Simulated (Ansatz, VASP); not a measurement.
**Ta: VASP beside Ansatz**

The input POSCAR:

```
Ta
1.0
   -1.6533592789      1.6533592789      1.6533592789
    1.6533592789     -1.6533592789      1.6533592789
    1.6533592789      1.6533592789     -1.6533592789
Ta
1
Direct
    0.0000000000      0.0000000000      0.0000000000
```

File INCAR.step1:

```
PREC = Accurate ; ENCUT = 520
ISMEAR = -1 ; SIGMA = 0.1
LREAL = F ; LASPH = T
NELM = 100 ; NBANDS = 12
GGA = PE ; ALGO = Normal
EDIFF = 1E-4 ; LWAVE = T
LCHARG = F
```

INCAR.step2

```
PREC = Accurate ; ENCUT = 520
EDIFF = 1E-6 ; ISMEAR = -1
SIGMA = 0.1 ; LREAL = F
LASPH = T ; NELM = 100
ALGO = Normal ; ISIF = 2
LWAVE = F ; LCHARG = F
METAGGA = R2SCAN ; LMIXTAU = T
NBANDS = 12 ; ISTART = 1
```

File KPOINTS:

```
regular mesh
0
Gamma
  19 19 19
```

Input for Ansatz:

```yaml
crystal:
  lattice:
    - [-1.6533592789, 1.6533592789, 1.6533592789]
    - [1.6533592789, -1.6533592789, 1.6533592789]
    - [1.6533592789, 1.6533592789, -1.6533592789]
  atoms:
    - { symbol: Ta, position: [0.0, 0.0, 0.0] }
hamiltonian:
  xc: r2scan
  pseudopotentials:
    kind: paw
    azcp:
      Ta: "pseudopotentials/Ta.paw.azcp"
basis:
  ecutwfc: 500
  fft_grid_basis: typed
kpoints:
  mp_grid: { grid: [19, 19, 19], shift: [0, 0, 0] }
magnetization:
  spin_polarized: false
scf:
  occupations: { method: fermi_dirac, width: 0.1 }
  lower_state_search: "off"
output:
  stress: true
```

Alike in both runs: task single point; functional r2SCAN; k mesh 19 × 19 × 19; occupations fermi-dirac, width 0.1 eV; no spin polarisation.

|  | VASP | Ansatz |
| --- | --- | --- |
| version | VASP 6.6.1 | Ansatz 0.2.0 |
| potentials or method | VASP PAW PBE potentials, release 64 (Ta_pv), cutoff 520 eV | plane waves (500 eV) with PAW, scalar-relativistic |
| valence electrons in the cell | 11 | 13 |

|  | VASP | Ansatz | Ansatz less VASP |
| --- | --- | --- | --- |
| pressure (GPa) | 0.6 | -0.1 | -0.65 |

VASP's potentials were made for PBE, not for r2SCAN. VASP's potentials hold 11 valence electrons a cell and Ansatz's 13, so a difference there can come from the potentials and not from the codes.

Neither program's run includes spin-orbit coupling.
